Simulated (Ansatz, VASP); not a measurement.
SnSe: VASP beside Ansatz

```
Sn Se
1.0
     0.00000    2.97275    2.97275
     2.67548    0.00000    2.97275
     2.67548    2.97275    0.00000
Sn Se
1 1
Cartesian
  0.0000 0.0000 0.0000
  2.6755 2.9728 2.9728
```

Change from the starting cell: strain -0.1000 x Voigt [1, 0, 0, 0, 0, 0], atoms carried along.

Alike in both runs: task single point; functional PBEsol; k mesh 8 × 8 × 8; occupations gaussian, width 0.05 eV; no spin polarisation.

```csv
,VASP,Ansatz
version,VASP 6.6.1,Ansatz 0.2.0
potentials or method,"VASP PAW PBE potentials, release 64 (Sn_d, Se), cutoff 520 eV","scalar-relativistic, plane waves, PAW"
valence electrons in the cell,20,30
```

```csv
,VASP,Ansatz,Ansatz less VASP
gap on the k mesh at the Fermi level (eV),0.36,0.37,+0.006
least direct gap on the mesh (eV),0.50,0.49,-0.003
pressure (GPa),9.5,9.4,-0.05
"traceless stress, the component that is largest in VASP (GPa)",16.05,16.01,-0.043
```

VASP's potentials were made for PBE, not for PBEsol. VASP's potentials hold 20 valence electrons a cell and Ansatz's 30, so a difference there can come from the potentials and not from the codes.
